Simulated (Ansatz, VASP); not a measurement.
# AlGa3Sb4: VASP beside Ansatz

```
CELL_PARAMETERS angstrom
-6.12412 6.12412 0.00000
-6.12448 -0.00035 6.12425
0.00035 6.12448 6.12425
ATOMIC_POSITIONS crystal
Al 0.00021 0.99979 0.99979
Al 0.50021 0.99979 0.99979
Ga 0.00001 0.50015 0.99984
Ga 0.00001 0.99984 0.50015
Ga 0.50001 0.50015 0.99984
Ga 0.50001 0.99984 0.50015
Ga 0.99982 0.50018 0.50018
Ga 0.49982 0.50018 0.50018
Sb 0.87463 0.87468 0.37606
Sb 0.37463 0.87468 0.37606
Sb 0.87495 0.37505 0.37505
Sb 0.87574 0.87426 0.87426
Sb 0.37495 0.37505 0.37505
Sb 0.37574 0.87426 0.87426
Sb 0.87463 0.37606 0.87468
Sb 0.37463 0.37606 0.87468
```

Alike in both runs: task single point; functional PBEsol; k mesh 6 × 6 × 6; occupations gaussian, width 0.01 eV; no spin polarisation.

|  | VASP | Ansatz |
| --- | --- | --- |
| version | VASP 6.6.1 | Ansatz 0.2.0 |
| potentials or method | VASP PAW PBE potentials, release 64 (Al, Ga_d, Sb), cutoff 500 eV | scalar-relativistic, plane waves, PAW |
| valence electrons in the cell | 124 | 204 |

```tsv
	VASP	Ansatz	Ansatz less VASP
gap on the k mesh at the Fermi level (eV)	0.17	0.16	-0.008
least direct gap on the mesh (eV)	0.17	0.16	-0.008
pressure (GPa)	0.1	0.0	-0.15
rms of the force components (eV/Å)	0.008	0.002	-0.0063
```

VASP's potentials were made for PBE, not for PBEsol. Atom by atom the forces differ by 0.007 eV/Å (rms over components). The functional is the same, so the differences come from potentials, cutoffs and numerics. VASP's potentials hold 124 valence electrons a cell and Ansatz's 204, so a difference there can come from the potentials and not from the codes.

Neither program's run includes spin-orbit coupling.
